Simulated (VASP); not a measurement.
A run of VASP 6.6.1:

Contents of POSCAR:

```
HfO2
1.0
   -0.3667437003      2.5833685490      2.4103098011
    2.4105059054     -0.3966581163      2.4402242172
    2.1255499762      2.3283270358     -0.1117021871
Hf O
1 2
Direct
   -0.0315206778      0.0318508393      0.0386501512
    0.2650773922      0.2491453642      0.2152461343
    0.7664432856      0.7190037966      0.7461037145
```

The input INCAR.step1:

```
ALGO     = Normal         # electronic algorithm
EDIFF    = 1E-4           # SCF threshold, eV
ENCUT    = 520            # plane-wave cutoff, eV
GGA      = PE             # functional
ISMEAR   = 0              # smearing method
LASPH    = T              # aspherical terms in the spheres
LCHARG   = F              # write CHGCAR
LREAL    = F              # projectors in reciprocal space
LWAVE    = T              # write WAVECAR
NBANDS   = 18             # bands
NELM     = 100            # most SCF steps
PREC     = Accurate       # precision mode
SIGMA    = 0.05           # smearing width, eV
```

The input INCAR.step2:

```
ALGO     = Normal         # electronic algorithm
EDIFF    = 1E-6           # SCF threshold, eV
ENCUT    = 520            # plane-wave cutoff, eV
ISIF     = 2              # what is computed and relaxed
ISMEAR   = 0              # smearing method
ISTART   = 1            
LASPH    = T              # aspherical terms in the spheres
LCHARG   = F              # write CHGCAR
LMIXTAU  = T            
LREAL    = F              # projectors in reciprocal space
LWAVE    = F              # write WAVECAR
METAGGA  = R2SCAN         # meta-GGA
NBANDS   = 18             # bands
NELM     = 100            # most SCF steps
PREC     = Accurate       # precision mode
SIGMA    = 0.05           # smearing width, eV
```

File KPOINTS:

```
k-points
0
Gamma
  8 8 8
```

Potentials or basis: VASP PAW PBE potentials, release 64 (Hf_pv, O).

Launch:

```console
$ cat potpaw_PBE.64/Hf_pv/POTCAR potpaw_PBE.64/O/POTCAR > POTCAR
$ cp INCAR.step1 INCAR
$ mpirun -np 1 vasp_std > vasp.out
$ cp INCAR.step2 INCAR
$ mpirun -np 1 vasp_std > vasp.out
```

Hardware: 1 thread of Intel(R) Xeon(R) 6975P-C (Granite Rapids), with other jobs on the host.

Q: How long does it take, and how much memory?

A: Wall time 4.4 min on 1 thread of Intel(R) Xeon(R) 6975P-C (Granite Rapids) (shared host), peak memory 0.26 GiB. Counts: k points 260.
